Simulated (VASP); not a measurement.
KMgBr3, 5 atoms in the cell. It takes space group Cmmm (No. 65, orthorhombic). Conventional cell: a = 7.387 Å, b = 7.612 Å, c = 5.303 Å, α = 90.00°, β = 90.00°, γ = 90.00°. Within 4.9 Å of K (site symmetry mmm) lie 12 Br at 3.69 to 3.81 Å and 8 Mg at 4.55 to 4.64 Å. Within 3.5 Å of Mg (site symmetry mmm) lie 6 Br at 2.65 Å. Br (site symmetry mmm) has 2 Mg at 2.65 Å within 3.5 Å. Within 3.5 Å of Br (site symmetry 2/m) lie 2 Mg at 2.65 Å.  This cell differs from its parent crystal: shear xy strain -3.0%.

| Property | Result |
| --- | --- |
| Program | VASP 6.6.1 |
| Task | single point |
| Functional | PBE |
| Potentials or basis | VASP PAW PBE potentials, release 64 (K_sv, Mg, Br) |
| Cutoff | 520 eV |
| k mesh | 6 × 6 × 6 |
| Occupations | fermi-dirac, width 0.02 eV |
| Spin | no spin polarisation |
| Dipole correction | no |
| Further INCAR settings | ALGO = Normal; EDIFF = 1e-07; NBANDS = 24 |

Potentials or basis: VASP PAW PBE potentials, release 64 (K_sv, Mg, Br).

Launch:

```console
$ cat potpaw_PBE.64/K_sv/POTCAR potpaw_PBE.64/Mg/POTCAR potpaw_PBE.64/Br/POTCAR > POTCAR
$ mpirun -np 1 vasp_std > vasp.out
```

Hardware: 1 thread of AMD EPYC 9R45 96-Core Processor (Zen 5), on a shared host.

Estimate the wall time of this run.

It took 76 s on 1 thread of AMD EPYC 9R45 96-Core Processor (Zen 5) (shared host), peak memory 0.32 GiB. Counts: scf iterations 14, k points 52.
